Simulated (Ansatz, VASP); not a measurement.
# Hf5C4: VASP beside Ansatz

```
Hf C
1.0
     3.28910    0.00000    0.00000
    -1.64455    2.84845    0.00000
     0.00000    0.00000   25.74216
Hf C
5 4
Direct
  0.33333 0.66667 0.29682
  0.00000 0.00000 0.39840
  0.66667 0.33333 0.50000
  0.33333 0.66667 0.60160
  0.00000 0.00000 0.70318
  0.66667 0.33333 0.34082
  0.33333 0.66667 0.44753
  0.00000 0.00000 0.55247
  0.66667 0.33333 0.65918
```

Alike in both runs: functional PBE; k mesh 12 × 12 × 1; occupations gaussian, width 0.1 eV; no spin polarisation.

Ansatz relaxed the structure, and its values are those at the end. VASP's run is a single point on that final structure, the one shown.

```csv
,VASP,Ansatz
version,VASP 6.6.1,Ansatz 0.2.0
potentials or method,"VASP PAW PBE potentials, release 64 (Hf_pv, C), cutoff 520 eV","scalar-relativistic, plane waves, PAW"
valence electrons in the cell,66,146
```

```csv
,VASP,Ansatz,Ansatz less VASP
gap on the k mesh at the Fermi level (eV),none,none,-
rms of the force components (eV/Å),0.019,0.005,-0.0140
"work function, face that differs most (eV)",4.67,4.69,+0.014
```

A gap of «none» marks a metal or a gap that the smearing closes. With one functional, cell and mesh, what is left measures potentials, basis and numerics. VASP's potentials hold 66 valence electrons a cell and Ansatz's 146, so a difference there can come from the potentials and not from the codes.

Neither program's run includes spin-orbit coupling.
